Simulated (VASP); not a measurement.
MgS:

```xyz
2
Lattice="3.6109 0.0000 0.0000 -1.8054 3.1271 0.0000 0.0000 0.0000 3.3053" Properties=species:S:1:pos:R:3 pbc="T T T"
Mg    0.0000    0.0000    1.6526
S     1.8055    1.0424    0.0000
```

```yaml
Program: VASP 6.6.1
Task: relaxation of cell and atoms
Functional: PBEsol-based global hybrid with 25 % exact exchange
Potentials_or_basis: VASP PAW PBE potentials, release 64 (Mg, S)
Cutoff: 600 eV
k_mesh: 5 × 5 × 4
Occupations: fermi-dirac, width 0.05 eV
Spin: no spin polarisation
```

At the start: pressure -2.8 GPa; volume 18.66 Å³/atom.

**Question.** Where does the relaxation end?

**Answer.** Over 5 steps the energy falls by 6.4 meV/atom and the volume is 17.95 Å³/atom (-3.8 %); space group P-6m2 (No. 187, to 0.1 Å) before and after.

Step by step:
```tsv
step	energy change (eV)	largest force (eV/Å)	pressure (GPa)	volume (Å³)
1	0.0000	0.0000	-2.77	37.32
2	-0.0117	0.0000	0.72	35.61
3	-0.0125	0.0000	0.02	35.92
4	-0.0127	0.0000	0.00	35.89
5	-0.0127	0.0000	0.01	35.90
```

Final structure:
```
Mg S
1.0
     3.55836    0.00000    0.00000
    -1.77918    3.08163    0.00000
     0.00000    0.00000    3.27369
Mg S
1 1
Direct
  0.00000 0.00000 0.50000
  0.66667 0.33333 0.00000
```

Caveat: the k points lie up to 0.48 Å⁻¹ apart in the final cell; the PAW data sets were made with another functional, which shifts forces and pressure a little.
